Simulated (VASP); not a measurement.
# ZrB2 in VASP: notebook

Runs on ZrB2. Level: PBE. Tasks: single point.

All numbers are computed with VASP 6.6.1; they aren't measurements. Logs are shortened: lines on timing, memory, paths and dates and some standing lists are left out, and cuts for length are marked.

## Step 1: The cell of the first run

The structure is hexagonal, space group P6/mmm (No. 191). The conventional cell has a = 3.165 Å, b = 3.165 Å, c = 3.520 Å, α = 90.00°, β = 90.00°, γ = 120.00°. Within 3.3 Å of Zr (site symmetry 6/mmm) lie 12 B at 2.54 Å and 6 Zr at 3.16 Å. Within 2.4 Å of B (site symmetry -6m2) lie 3 B at 1.83 Å.

## Step 2: Single point, PBE, collinear spin, ferromagnetic start

Contents of INCAR:

```
SYSTEM = ZrB2
PREC = Accurate
ENCUT = 520
EDIFF = 1E-6
ISMEAR = 0
SIGMA = 0.1
LREAL = .False.
LASPH = .True.
NELM = 150
ALGO = Normal
ISIF = 2
LWAVE = .False.
LCHARG = .False.
ISPIN = 2
MAGMOM = 1 0 0
LORBIT = 11
LMAXMIX = 4
GGA = PE
NBANDS = 20
```

Contents of KPOINTS:

```
regular mesh
0
Gamma
  6 6 6
  0 0 0
```

Contents of POSCAR:

```
ZrB2
1.0
    3.1649997100      0.0000000000      0.0000000000
   -1.5824998600      2.7409701500      0.0000000000
    0.0000000000      0.0000000000      3.5199999800
Zr B
1 2
Direct
    0.0000000000      0.0000000000      0.0000000000
    0.3333333300      0.6666666700      0.5000000000
    0.6666666700      0.3333333300      0.5000000000
```

Potentials or basis: VASP PAW PBE potentials, release 64 (Zr_sv, B).

Started as:

```bash
$ cat potpaw_PBE.64/Zr_sv/POTCAR potpaw_PBE.64/B/POTCAR > POTCAR
$ mpirun -np 1 vasp_std > vasp.out
```

OUTCAR:

```text
SYSTEM = ZrB2
   PREC = Accurate
   ENCUT = 520
   EDIFF = 1E-6
   ISMEAR = 0
   LREAL = .False.
   LASPH = .True.
   NELM = 150
   ISIF = 2
   ISPIN = 2
   LORBIT = 11
   GGA = PE

 ion  position               nearest neighbor table
   1  0.000  0.000  0.000-   2 2.54   3 2.54   2 2.54   3 2.54   3 2.54   3 2.54   2 2.54   2 2.54
                             3 2.54   3 2.54   2 2.54   2 2.54
   2  0.333  0.667  0.500-   3 1.83   3 1.83   3 1.83   1 2.54   1 2.54   1 2.54   1 2.54   1 2.54
                             1 2.54
   3  0.667  0.333  0.500-   2 1.83   2 1.83   2 1.83   1 2.54   1 2.54   1 2.54   1 2.54   1 2.54
                             1 2.54

  LATTYP: Found a hexagonal cell.
 ALAT       =     3.1649997100
 C/A-ratio  =     1.1121643926

  Lattice vectors:

 A1 = (   3.1649997100,   0.0000000000,   0.0000000000)
 A2 = (  -1.5824998600,   2.7409701500,   0.0000000000)
 A3 = (   0.0000000000,   0.0000000000,   3.5199999800)

Analysis of symmetry for initial positions (statically):
=====================================================================
 Subroutine PRICEL returns:
 Original cell was already a primitive cell.

 Routine SETGRP: Setting up the symmetry group for a
 hexagonal supercell.

 Subroutine GETGRP returns: Found 24 space group operations
 (whereof 24 operations were pure point group operations)
 out of a pool of 24 trial point group operations.

The static configuration has the point symmetry D_6h.

Analysis of symmetry for dynamics (positions and initial velocities):
=====================================================================
 Subroutine PRICEL returns:
 Original cell was already a primitive cell.

 Routine SETGRP: Setting up the symmetry group for a
 hexagonal supercell.

 Subroutine GETGRP returns: Found 24 space group operations
 (whereof 24 operations were pure point group operations)
 out of a pool of 24 trial point group operations.

The dynamic configuration has the point symmetry D_6h.

Analysis of structural, dynamic, and magnetic symmetry:
=====================================================================
 Subroutine PRICEL returns:
 Original cell was already a primitive cell.

 Routine SETGRP: Setting up the symmetry group for a
 hexagonal supercell.

 Subroutine GETGRP returns: Found 24 space group operations
 (whereof 24 operations were pure point group operations)
 out of a pool of 24 trial point group operations.

The overall configuration has the point symmetry D_6h.

 Subroutine INISYM returns: Found 24 space group operations
[... 120 lines left out ...]
  volume/ion in A,a.u.               =      10.18        68.69
  Fermi-wavevector in a.u.,A,eV,Ry     =   1.372647  2.593926 25.635541  1.884159
  Thomas-Fermi vector in A             =   2.498235
   LORBIT       =     11    0 simple, 1 ext, 2 COOP (PROOUT), +10 PAW based schemes
   GGA     = PE    functional components
   LHFCALC =     F    Hartree Fock is set to
   AEXX    =    0.0000 exact exchange contribution
   IVDW    =     0    specifies the selected vdW correction
   LEPSILON=     F    determine dielectric tensor
   LRPA    =     F    only Hartree local field effects (RPA)
 spin polarized calculation
 Gauss-broadening in eV      SIGMA  =   0.10
  energy-cutoff  :      520.00
  volume of cell :       30.54
 maximum number of plane-waves:       840
 NGX is ok and might be reduce to    24

 number of electron      18.0000000 magnetization       0.0000900

 number of electron      18.0000000 magnetization      -0.0000271

 Free energy of the ion-electron system (eV)
  ---------------------------------------------------
  ext. energy  EPLUGINS =         0.00000000
  ---------------------------------------------------
  free energy    TOTEN  =       -24.92425994 eV

  energy without entropy =      -24.91938957  energy(sigma->0) =      -24.92182476

 E-fermi :  10.2252     XC(G=0): -12.4761

 val. band max:       10.1256102875   @ k =   0.1667   0.1667   0.1667
 cond. band min:      10.2743248679   @ k =   0.1667   0.1667   0.1667
 fundamental gap:      0.1487145804
 Fermi energy:        10.2252142991

 spin component 1

 k-point     1 :       0.0000    0.0000    0.0000
  band No.  band energies     occupation
      1     -37.9971      1.00000
      2     -16.2034      1.00000
      3     -15.6199      1.00000
      4     -15.6199      1.00000
      5      -2.1630      1.00000
      6       7.9438      1.00000
[... 541 lines left out ...]
     19      24.1358      0.00000
     20      25.8761      0.00000

 [... further k-points ...]

 spin component 2

 k-point     1 :       0.0000    0.0000    0.0000
  band No.  band energies     occupation
      1     -37.9971      1.00000
      2     -16.2034      1.00000
      3     -15.6199      1.00000
      4     -15.6199      1.00000
      5      -2.1630      1.00000
      6       7.9438      1.00000
[... 541 lines left out ...]
     19      24.1358      0.00000
     20      25.8761      0.00000

 [... further k-points ...]
[... 5 lines left out ...]
  --------------------------------------------------------------------------------------
  -------------------------------------------------------------------------------------
  Total        0.5604037      0.5604037      0.4712485     -0.0000000      0.0000000      0.0000000
  in kB       29.4029501     29.4029501     24.7252060     -0.0000001      0.0000000      0.0000000
  external PRESSURE =      27.8437021 kB  Pullay stress =       0.0000000 kB

 VOLUME and BASIS-vectors are now :
 -----------------------------------------------------------------------------
  energy-cutoff  :      520.00
  volume of cell :       30.54
      direct lattice vectors                 reciprocal lattice vectors
     3.164999710  0.000000000  0.000000000     0.315955795  0.182417164  0.000000000
    -1.582499860  2.740970150  0.000000000     0.000000000  0.364834327  0.000000000
     0.000000000  0.000000000  3.519999980     0.000000000  0.000000000  0.284090911

 POSITION                                       TOTAL-FORCE (eV/Angst)
 -----------------------------------------------------------------------------------
      0.00000      0.00000      0.00000        -0.000000      0.000000     -0.000000
     -0.00000      1.82731      1.76000         0.000000      0.000000     -0.000000
      1.58250      0.91366      1.76000        -0.000000     -0.000000      0.000000
 -----------------------------------------------------------------------------------
    total drift:                                0.000000     -0.000000     -0.000000

  FREE ENERGIE OF THE ION-ELECTRON SYSTEM (eV)
  ---------------------------------------------------
  free  energy   TOTEN  =       -24.9242599423 eV

  energy  without entropy=      -24.9193895730  energy(sigma->0) =      -24.92182476

 total charge

# of ion       s       p       d       tot
------------------------------------------
    1        2.169   6.032   1.780   9.981
    2        0.666   1.246   0.000   1.913
    3        0.666   1.246   0.000   1.913
--------------------------------------------------
tot          3.502   8.524   1.780  13.806

 magnetization (x)

# of ion       s       p       d       tot
------------------------------------------
    1        0.000  -0.000   0.000   0.000
    2        0.000   0.000   0.000   0.000
    3        0.000   0.000   0.000   0.000
--------------------------------------------------
tot          0.000   0.000   0.000   0.000
```

Wall time 18 s (1 thread of Intel Xeon Platinum 8488C (Sapphire Rapids), shared host); peak memory 0.16 GiB.

What came out:

```yaml
Free_energy: -24.9243 eV
Pressure: 2.8 GPa
Band_gap_on_the_k_mesh: zero (filled and empty bands overlap)
Net_moment: 0.00 μB per cell
Valence_electrons_inside_the_program's_atomic_spheres: Zr 9.98; B 1.91
```

Levels at points of the mesh, in eV from the Fermi level:
Spin up:
```
           k point  band 5  band 6  band 7  band 8  band 9  band 10  band 11  band 12  band 13  band 14
(0.00, 0.00, 0.00)  -12.39   -2.28   -2.28   -2.21   -1.96     3.81     3.81     4.61     4.61     5.25
(0.50, 0.00, 0.00)   -8.62   -8.15   -3.53   -2.70   -2.32     2.62     2.70     5.35     5.42     6.96
(0.00, 0.00, 0.50)  -10.33   -6.60   -0.61   -0.61    0.68     0.68     1.18     1.18     2.26     5.42
(0.50, 0.00, 0.50)   -9.59   -6.63   -4.28   -3.77   -1.62     4.17     4.47     5.73     6.70     6.92
```
Spin down:
```csv
k point,band 5,band 6,band 7,band 8,band 9,band 10,band 11,band 12,band 13,band 14
"(0.00, 0.00, 0.00)",-12.39,-2.28,-2.28,-2.21,-1.96,3.81,3.81,4.61,4.61,5.25
"(0.50, 0.00, 0.00)",-8.62,-8.15,-3.53,-2.70,-2.32,2.62,2.70,5.35,5.42,6.96
"(0.00, 0.00, 0.50)",-10.33,-6.60,-0.61,-0.61,0.68,0.68,1.18,1.18,2.26,5.42
"(0.50, 0.00, 0.50)",-9.59,-6.63,-4.28,-3.77,-1.62,4.17,4.47,5.73,6.70,6.92
```

Caveat: the k points lie up to 0.38 Å⁻¹ apart.

## Step 3: Single point, PBE

This run uses another cell than the first one: it holds 6 atoms, not 3.

Contents of INCAR:

```
SYSTEM = ZrB2
PREC = Accurate
ENCUT = 520
EDIFF = 1E-6
ISMEAR = 0
SIGMA = 0.2
LREAL = .FALSE.
LASPH = .TRUE.
NELM = 60
ALGO = Normal
ISIF = 2
LWAVE = .FALSE.
LCHARG = .FALSE.
GGA = PE
NBANDS = 27
```

Contents of KPOINTS:

```
Automatic mesh
0
G
  6 6 4
  0 0 0
```

Contents of POSCAR:

```
ZrB2
1.0
    3.1754231325     -0.0000851034     -0.0000014091
   -1.5877855933      2.7501601566     -0.0000768401
   -0.0000139245     -0.0003571337      7.0666453711
Zr B
2 4
Direct
    0.0000031508      0.0000421473     -0.0000019532
   -0.0000242576     -0.0000171561      0.4999942199
    0.3332856366      0.6666335569      0.2500101408
    0.3333961980      0.6666757721      0.7499935813
    0.6666209840      0.3333023115      0.2500073900
    0.6667182881      0.3333633682      0.7499966212
```

Potentials or basis: VASP PAW PBE potentials, release 64 (Zr_sv, B).

Started as:

```bash
$ cat potpaw_PBE.64/Zr_sv/POTCAR potpaw_PBE.64/B/POTCAR > POTCAR
$ mpirun -np 1 vasp_std > vasp.out
```

OUTCAR:

```text
SYSTEM = ZrB2
   PREC = Accurate
   ENCUT = 520
   EDIFF = 1E-6
   ISMEAR = 0
   LREAL = .FALSE.
   LASPH = .TRUE.
   NELM = 60
   ISIF = 2
   GGA = PE

 ion  position               nearest neighbor table
   1  0.000  0.000  1.000-   4 2.55   3 2.55   5 2.55   6 2.55   6 2.55   5 2.55   4 2.55   6 2.55
                             3 2.55   3 2.55   4 2.55   5 2.55   2 3.53   2 3.53
   2  1.000  1.000  0.500-   4 2.55   3 2.55   3 2.55   5 2.55   5 2.55   6 2.55   4 2.55   5 2.55
                             3 2.55   6 2.55   6 2.55   4 2.55   1 3.53   1 3.53
   3  0.333  0.667  0.250-   5 1.83   5 1.83   5 1.83   1 2.55   2 2.55   2 2.55   2 2.55   1 2.55
                             1 2.55
   4  0.333  0.667  0.750-   6 1.83   6 1.83   6 1.83   1 2.55   2 2.55   2 2.55   1 2.55   1 2.55
                             2 2.55
   5  0.667  0.333  0.250-   3 1.83   3 1.83   3 1.83   1 2.55   2 2.55   2 2.55   1 2.55   2 2.55
                             1 2.55
   6  0.667  0.333  0.750-   4 1.83   4 1.83   4 1.83   2 2.55   1 2.55   1 2.55   2 2.55   2 2.55
                             1 2.55

  LATTYP: Found a base centered monoclinic cell.
 ALAT       =    28.7971647996
 B/A-ratio  =     0.1102686030
 C/A-ratio  =     0.2453937889
 COS(beta)  =    -0.9815901939

  Lattice vectors:

 A1 = (   1.5876653882,   2.7507893206, -14.1333689914)
[... 184 lines left out ...]

 E-fermi :  10.1768     XC(G=0): -12.4274

 val. band max:        9.8594554512   @ k =   0.1667  -0.0000  -0.2500
 cond. band min:      10.2086410250   @ k =  -0.3333   0.5000   0.0000
 fundamental gap:      0.3491855738
 Fermi energy:        10.1767885074

 k-point     1 :       0.0000    0.0000    0.0000
  band No.  band energies     occupation
      1     -38.1492      2.00000
      2     -38.1300      2.00000
      3     -16.6999      2.00000
      4     -16.3395      2.00000
      5     -15.7854      2.00000
      6     -15.7852      2.00000
[... 709 lines left out ...]
     26      15.8829      0.00000
     27      16.9264      0.00000

 [... further k-points ...]
[... 5 lines left out ...]
  --------------------------------------------------------------------------------------
  -------------------------------------------------------------------------------------
  Total        0.0486132      0.0400950      0.0587545      0.0055175      0.0076549      0.0002360
  in kB        1.2621148      1.0409621      1.5254066      0.1432474      0.1987397      0.0061260
  external PRESSURE =       1.2761612 kB  Pullay stress =       0.0000000 kB

 VOLUME and BASIS-vectors are now :
 -----------------------------------------------------------------------------
  energy-cutoff  :      520.00
  volume of cell :       61.71
      direct lattice vectors                 reciprocal lattice vectors
     3.175423133 -0.000085103 -0.000001409     0.314923534  0.181818884  0.000009809
    -1.587785593  2.750160157 -0.000076840     0.000009745  0.363620814  0.000018377
    -0.000013925 -0.000357134  7.066645371     0.000000063  0.000003990  0.141509861

 POSITION                                       TOTAL-FORCE (eV/Angst)
 -----------------------------------------------------------------------------------
     -0.00007     -0.00024      7.06663         0.001084     -0.001874      0.000277
      1.58758      2.74985      3.53320         0.000973      0.000549      0.000838
     -0.00015      1.83323      1.76668         0.000228      0.000744     -0.000793
      0.00013      1.83317      5.29989        -0.002249      0.000423      0.000245
      1.58759      0.91649      1.76669         0.000373      0.000851     -0.000489
      1.58779      0.91648      5.29993        -0.000409     -0.000693     -0.000079
 -----------------------------------------------------------------------------------
    total drift:                               -0.000003      0.000000      0.000007

  FREE ENERGIE OF THE ION-ELECTRON SYSTEM (eV)
  ---------------------------------------------------
  free  energy   TOTEN  =       -49.9182072524 eV

  energy  without entropy=      -49.9046645158  energy(sigma->0) =      -49.91143588
```

stdout:

```text
POSCAR found type information on POSCAR ZrB
 POSCAR found :  2 types and       6 ions
 scaLAPACK will be used
 LDA part: xc-table for (Slater+PW92), standard interpolation
 POSCAR, INCAR and KPOINTS ok, starting setup
 FFT: planning ... GRIDC
 FFT: planning ... GRID_SOFT
 FFT: planning ... GRID
 WAVECAR not read
 entering main loop
```

Wall time 67 s (1 thread of Intel Xeon Platinum 8488C (Sapphire Rapids), shared host); peak memory 0.24 GiB.

Results:

| Property | Result |
| --- | --- |
| Free energy | -49.9182 eV |
| Pressure | 0.1 GPa |
| Band gap on the k mesh | zero (band 18 reaches 11.04 eV, above the bottom of band 19 at 10.21 eV) |

Forces in eV/Å, atoms in the order of the input:
```
Zr   0.001 -0.002  0.000
Zr   0.001  0.001  0.001
B    0.000  0.001 -0.001
B   -0.002  0.000  0.000
B    0.000  0.001  0.000
B    0.000 -0.001  0.000
```

Levels at points of the mesh, in eV from the Fermi level:
```tsv
k point	band 14	band 15	band 16	band 17	band 18	band 19	band 20	band 21	band 22	band 23
(0.00, 0.00, 0.00)	-2.26	-2.03	-0.67	-0.67	0.62	0.62	1.09	1.10	2.16	3.69
(0.50, 0.00, 0.00)	-3.80	-3.56	-2.76	-2.36	-1.71	2.53	2.61	4.05	4.35	5.21
(0.00, 0.50, 0.00)	-3.80	-3.57	-2.75	-2.36	-1.71	2.53	2.61	4.05	4.36	5.21
(0.50, 0.50, 0.00)	-3.80	-3.56	-2.75	-2.36	-1.71	2.53	2.61	4.05	4.36	5.21
(0.00, 0.00, 0.50)	-1.76	-1.75	-1.75	0.40	0.41	1.59	1.59	1.59	1.59	2.94
(0.50, 0.00, 0.50)	-3.65	-2.67	-2.67	-2.54	-2.54	1.82	1.82	4.47	4.47	5.39
(0.00, 0.50, 0.50)	-3.65	-2.67	-2.67	-2.54	-2.54	1.83	1.83	4.47	4.47	5.39
(0.50, 0.50, 0.50)	-3.65	-2.67	-2.67	-2.54	-2.54	1.83	1.83	4.47	4.47	5.39
```

Caveat: the k points lie up to 0.38 Å⁻¹ apart.

## Step 4: Single point, PBE

This run uses another cell than the first one, of 10.28 Å³/atom, 1.010 times its volume.

Contents of INCAR:

```
SYSTEM = ZrB2
PREC = Accurate
ENCUT = 520
EDIFF = 1E-6
ISMEAR = 0
SIGMA = 0.1
LREAL = .False.
LASPH = .True.
NELM = 80
ALGO = Normal
ISIF = 2
LWAVE = .False.
LCHARG = .False.
GGA = PE
NBANDS = 16
```

Contents of KPOINTS:

```
regular mesh
0
Gamma
  18 18 14
  0 0 0
```

Contents of POSCAR:

```
ZrB2
1.0
    3.1716352898      0.0000000029      0.0000000000
   -1.5858176474      2.7467167310      0.0000000000
    0.0000000000      0.0000000000      3.5407540344
Zr B
1 2
Direct
    0.0000000000      0.0000000000      0.0000000000
    0.3333333333      0.6666666667      0.5000000000
    0.6666666667      0.3333333333      0.5000000000
```

Started as:

```bash
$ cat potpaw_PBE.64/Zr_sv/POTCAR potpaw_PBE.64/B/POTCAR > POTCAR
$ mpirun -np 1 vasp_std > vasp.out
```

Run time: 53 s. Hardware: 1 thread of Intel Xeon Platinum 8488C (Sapphire Rapids), shared host; peak memory 0.25 GiB.

It converged, with:

```
Free energy            : -24.9783 eV
Pressure               : 0.2 GPa
Band gap on the k mesh : zero (band 9 reaches 11.15 eV, above the bottom of band 10 at 9.98 eV)
```

Levels at points of the mesh, in eV from the Fermi level:
| k point | band 6 | band 7 | band 8 | band 9 | band 10 | band 11 | band 12 | band 13 |
| --- | --- | --- | --- | --- | --- | --- | --- | --- |
| (0.00, 0.00, 0.00) | -2.68 | -2.68 | -2.65 | -2.43 | 3.32 | 3.32 | 4.08 | 4.08 |
| (0.50, 0.00, 0.00) | -8.58 | -3.96 | -3.12 | -2.74 | 2.15 | 2.23 | 4.85 | 4.90 |
| (0.00, 0.00, 0.50) | -7.02 | -1.03 | -1.03 | 0.27 | 0.27 | 0.71 | 0.71 | 1.73 |
| (0.50, 0.00, 0.50) | -7.07 | -4.66 | -4.18 | -2.08 | 3.64 | 4.00 | 5.21 | 6.12 |

## Step 5: The runs side by side

```csv
spin,cell,k mesh,smearing,gap on the mesh (eV),pressure (GPa)
"collinear, ferromagnetic start","a = 3.165, b = 3.165, c = 3.520 Å, angles 90.0, 90.0, 120.0°, 3 atoms",6 × 6 × 6,gaussian 0.1 eV,none,2.8
off,"a = 3.175, b = 3.176, c = 7.067 Å, angles 90.0, 90.0, 120.0°, 6 atoms",6 × 6 × 4,gaussian 0.2 eV,none,0.1
off,"a = 3.172, b = 3.172, c = 3.541 Å, angles 90.0, 90.0, 120.0°, 3 atoms",18 × 18 × 14,gaussian 0.1 eV,none,0.2
```

Alike in all rows: task single point; level PBE; potentials or basis VASP PAW PBE potentials, release 64 (Zr_sv, B); cutoff (eV) 520.

Caveats: some runs use coarse meshes.

Absolute energies hang on the potentials; compare differences alone.
